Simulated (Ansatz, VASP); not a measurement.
**Two plane-wave programs on SrCl2**

```
Sr Cl
1.0
     2.45672    1.41839    4.01532
    -2.45672    1.41839    4.01532
     0.00000   -2.83678    4.01532
Sr Cl
1 2
Direct
  0.00000 0.00000 0.00000
  0.24995 0.24995 0.24995
  0.75005 0.75005 0.75005
```

Alike in both runs: task single point; functional r2SCAN; k mesh 4 × 4 × 4; no spin polarisation.

|  | VASP | Ansatz |
| --- | --- | --- |
| version | VASP 6.6.1 | Ansatz 0.2.0 |
| potentials or method | VASP PAW PBE potentials, release 64 (Sr_sv, Cl) | plane waves |
| plane-wave cutoff (eV) | 550 | 500 |
| occupations | gaussian, width 0.01 eV | fixed |
| valence electrons in the cell | 24 | 24 |

VASP gave:

- gap on the k mesh at the Fermi level (eV): 5.98
- pressure (GPa): 0.8

Question: Estimate Ansatz's values.

Answer: gap on the k mesh at the Fermi level (eV): 5.98; pressure (GPa): 0.7.

VASP's potentials were made for PBE, not for r2SCAN.
